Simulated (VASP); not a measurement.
Input of a VASP 6.6.1 run:

POSCAR

```
Y
1.0
    0.0000000000      2.2862000000      2.5844000000
    2.2862000000      0.0000000000      2.5844000000
    2.2862000000      2.2862000000      0.0000000000
Y
1
Direct
    0.0000000000      0.0000000000      0.0000000000
```

File INCAR.step1:

```
PREC = Accurate ; ENCUT = 520
ISMEAR = 0 ; SIGMA = 0.15
LREAL = F ; LASPH = T
NELM = 80 ; NBANDS = 12
GGA = PE ; ALGO = Normal
EDIFF = 1E-4 ; LWAVE = T
LCHARG = F
```

Contents of INCAR.step2:

```
PREC = Accurate ; ENCUT = 520
EDIFF = 1E-6 ; ISMEAR = 0
SIGMA = 0.15 ; LREAL = F
LASPH = T ; NELM = 80
ALGO = Normal ; ISIF = 2
LWAVE = F ; LCHARG = F
METAGGA = R2SCAN ; LMIXTAU = T
NBANDS = 12 ; ISTART = 1
```

Contents of KPOINTS:

```
regular mesh
0
Gamma
  16 16 16
```

Potentials or basis: VASP PAW PBE potentials, release 64 (Y_sv).

Launch:

```sh
$ cat potpaw_PBE.64/Y_sv/POTCAR > POTCAR
$ cp INCAR.step1 INCAR
$ mpirun -np 1 vasp_std > vasp.out
$ cp INCAR.step2 INCAR
$ mpirun -np 1 vasp_std > vasp.out
```

**Question.** What does it give for the band gap on the k mesh?

**Answer.** Zero (an odd number of electrons rules out a gap without spin polarisation).

**Question.** What does it give for the pressure?

**Answer.** 10.5 GPa.

Stress tensor (GPa, compression positive):
```
11.32  0.00  0.00
 0.00 11.32  0.00
 0.00  0.00  8.91
```

Caveat: the cell differs from its parent crystal (strain -0.080 along x and y, +0.040 along z); the cell stands under pressure; the PAW data sets were made with another functional, which shifts forces and pressure a little.
